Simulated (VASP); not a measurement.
A run of VASP 6.6.1 is set up as follows.

File INCAR:

```
SYSTEM = Mg5O
  PREC = Accurate
  ENCUT = 520
  EDIFF = 1E-6
  ISMEAR = 0
  SIGMA = 0.1
  LREAL = .FALSE.
  LASPH = .TRUE.
  NELM = 150
  ALGO = Normal
  ISIF = 2
  LWAVE = .FALSE.
  LCHARG = .FALSE.
  ISPIN = 2
  MAGMOM = 0 0 0 0 0 1
  LORBIT = 11
  GGA = PE
  NBANDS = 21
```

The input KPOINTS:

```
regular mesh
0
G
  3 3 6
  0 0 0
```

File POSCAR:

```
Mg5O
1.0
    7.0554740015      0.0000000000      0.0000000000
   -3.5277370007      6.1102197210      0.0000000000
    0.0000000000      0.0000000000      2.9431117983
Mg O
5 1
Direct
    0.0000000000      0.2365885728      0.0000000000
    0.7634114272      0.7634114272      0.0000000000
    0.2365885728      0.0000000000      0.0000000000
    0.6666666667      0.3333333333      0.5000000000
    0.3333333333      0.6666666667      0.5000000000
    0.0000000000      0.0000000000      0.5000000000
```

Potentials or basis: VASP PAW PBE potentials, release 64 (Mg, O).

Run with:

```bash
$ cat potpaw_PBE.64/Mg/POTCAR potpaw_PBE.64/O/POTCAR > POTCAR
$ mpirun -np 1 vasp_std > vasp.out
```

Q: Estimate the pressure.

A: -0.2 GPa.

Q: What does it give for the band gap on the k mesh?

A: Zero (filled and empty bands overlap).

Q: What does it give for the net moment?

A: 0.00 μB per cell.

Forces on the atoms (eV/Å):
```
Mg   0.006 -0.011  0.000
Mg   0.006  0.011  0.000
Mg  -0.013  0.000  0.000
Mg   0.000  0.000  0.000
Mg   0.000  0.000  0.000
O    0.000  0.000  0.000
```
